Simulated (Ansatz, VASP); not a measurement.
**One calculation of Ba, two programs**

The input INCAR:

```
  PREC = Accurate
  ENCUT = 520
  EDIFF = 1E-6
  ISMEAR = -1
  SIGMA = 0.03
  LREAL = False
  LASPH = True
  NELM = 60
  ALGO = Normal
  ISIF = 2
  LWAVE = False
  LCHARG = False
  GGA = PS
  NBANDS = 17
```

Contents of KPOINTS:

```
regular mesh
0
Gamma
  9 9 5
```

The input POSCAR:

```
Ba
1.0
    3.5554907066     -2.4914792166      0.0000000000
    3.5554907066      2.4914792166      0.0000000000
    0.0000000000      0.0000000000      7.1174134952
Ba
2
Direct
    0.7467739700      0.2532260300      0.2500000000
    0.2532260300      0.7467739700      0.7500000000
```

Input for Ansatz:

```yaml
crystal:
  lattice:
    - [3.5554907066, -2.4914792166, 0.0]
    - [3.5554907066, 2.4914792166, 0.0]
    - [0.0, 0.0, 7.1174134952]
  atoms:
    - { symbol: Ba, position: [0.74677397, 0.25322603, 0.25] }
    - { symbol: Ba, position: [0.25322603, 0.74677397, 0.75] }
kpoints:
  mp_grid: { grid: [9, 9, 5] }
scf:
  occupations: { method: fermi_dirac, width: 0.03 }
hamiltonian:
  xc: pbesol
  pseudopotentials: { kind: all_electron, lapw: { basis_error: 0.00025 } }
output:
  forces: true
  stress: true
  eigenvalues: true
```

Change from the starting cell: volume scaled by 0.97.

Alike in both runs: task single point; functional PBEsol; k mesh 9 × 9 × 5; occupations fermi-dirac, width 0.03 eV; no spin polarisation.

```csv
,VASP,Ansatz
version,VASP 6.6.1,Ansatz 0.2.0
potentials or method,"VASP PAW PBE potentials, release 64 (Ba_sv), cutoff 520 eV","all-electron LAPW, scalar-relativistic"
```

|  | VASP | Ansatz | Ansatz less VASP |
| --- | --- | --- | --- |
| pressure (GPa) | -0.6 | -0.6 | -0.06 |
| rms of the force components (eV/Å) | 0.012 | 0.012 | -0.0001 |

VASP's potentials were made for PBE, not for PBEsol. Atom by atom the forces differ by 0.000 eV/Å (rms over components). Ansatz ran all-electron here, and VASP with PAW potentials.

Neither program's run includes spin-orbit coupling.
